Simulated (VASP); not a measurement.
A run of VASP 6.6.1 is set up as follows.

INCAR

```
PREC = Accurate
ENCUT = 520
EDIFF = 1E-7
ISMEAR = -1
SIGMA = 0.02
LREAL = Auto
LASPH = True
NELM = 60
ALGO = Normal
ISIF = 2
LWAVE = False
LCHARG = True
GGA = PE
LELF = True
LVHAR = True
NBANDS = 118
NELECT = 188.0
```

Contents of KPOINTS:

```
Automatic mesh
0
Gamma
  2 2 2
```

File POSCAR:

```
Al16O22F
1.0
   -4.7540000000     -2.7447230000      4.3300000000
    4.7540000000     -2.7447230000      4.3300000000
    0.0000000000      5.4894460000      4.3300000000
Al O F
16 22 1
Direct
    0.3472554523      0.3529506564      0.3570474710
    0.1497379924      0.1505703441      0.1452618713
    0.6368098160      0.6415214273      0.6403941609
    0.8648069017      0.8613098466      0.8516945681
    0.8516176127      0.8556493754      0.3541450211
    0.6572833115      0.6457267276      0.1586172126
    0.1306689843      0.1093791231      0.6636659804
    0.3488953596      0.3522108834      0.8450143112
    0.8482180165      0.3487211717      0.8535612737
    0.6462894945      0.1460238235      0.6500555042
    0.1458214971      0.6497564993      0.1461171537
    0.3527189895      0.8550702726      0.3418481513
    0.3847216870      0.8360178586      0.8560054890
    0.1263262751      0.6377633807      0.6467258176
    0.6457327306      0.1520131260      0.1501552981
    0.8564051879      0.3483961429      0.3533176068
    0.5984581446      0.3902904963      0.7559314976
    0.7610144842      0.5925548713      0.3994142473
    0.4039400971      0.5989352590      0.2500542051
    0.2517789627      0.4108153531      0.5973389406
    0.5947750709      0.2522595051      0.4048933686
    0.2450369121      0.1025634161      0.3985248449
    0.9044073978      0.2522891816      0.5977008801
    0.9049104295      0.0990191801      0.2499278962
    0.7606795596      0.9122963034      0.5962225204
    0.0907679854      0.7434976867      0.3960456443
    0.0978412514      0.4048376754      0.2474053688
    0.2454589463      0.6018211676      0.8997099554
    0.9075732668      0.7537388116      0.1002338800
    0.8932102366      0.5922992143      0.7506609878
    0.7513349588      0.4024123673      0.0994817732
    0.0955172784      0.2542919944      0.9042574709
    0.5983432331      0.9089986812      0.2604213651
    0.7480705888      0.1000375639      0.9090671360
    0.4021468425      0.2534211378      0.0951798257
    0.3990499800      0.0928476241      0.7527675229
    0.2542430632      0.9043932525      0.0923121831
    0.6147519688      0.7619844047      0.9314728644
    0.2857428344      0.8322602934      0.6037913295
```

Potentials or basis: VASP PAW PBE potentials, release 64 (Al, O, F).

Run with:

```sh
$ cat potpaw_PBE.64/Al/POTCAR potpaw_PBE.64/O/POTCAR potpaw_PBE.64/F/POTCAR > POTCAR
$ mpirun -np 1 vasp_std > vasp.out
```

Question: What does it give for the largest force?

Answer: 0.366 eV/Å.

Forces in eV/Å, atoms in the order of the input:
```
Al  -0.014  0.002  0.005
Al  -0.035  0.004 -0.009
Al   0.025 -0.051 -0.048
Al  -0.009 -0.034  0.001
Al  -0.016 -0.005  0.001
Al  -0.008 -0.027 -0.014
Al   0.027  0.001  0.007
Al  -0.014  0.006  0.006
Al   0.017  0.005  0.006
Al   0.004 -0.008 -0.005
Al  -0.010 -0.027 -0.003
Al  -0.056  0.100  0.059
Al   0.058 -0.006  0.003
Al  -0.030  0.054 -0.086
Al  -0.005  0.002 -0.015
Al  -0.018 -0.021  0.006
O    0.030  0.001  0.003
O   -0.040 -0.045  0.015
O   -0.030  0.008  0.012
O   -0.029  0.013 -0.027
O   -0.004  0.001 -0.004
O   -0.015  0.008  0.010
O    0.023 -0.009 -0.002
O   -0.021 -0.007 -0.003
O   -0.009 -0.027 -0.005
O   -0.045 -0.008  0.025
O   -0.006 -0.024  0.004
O   -0.010 -0.051  0.024
O   -0.003 -0.020 -0.009
O    0.014 -0.004 -0.025
O   -0.002 -0.001  0.001
O    0.026  0.005  0.026
O   -0.017 -0.013 -0.023
O    0.013  0.004 -0.021
O   -0.006 -0.009  0.010
O   -0.003  0.020  0.021
O   -0.037  0.013  0.029
O   -0.030 -0.048 -0.094
F    0.284  0.197  0.120
```

Caveat: the k points lie up to 0.45 Å⁻¹ apart; the cell carries a net charge on a neutralising background, which shifts energy and pressure.
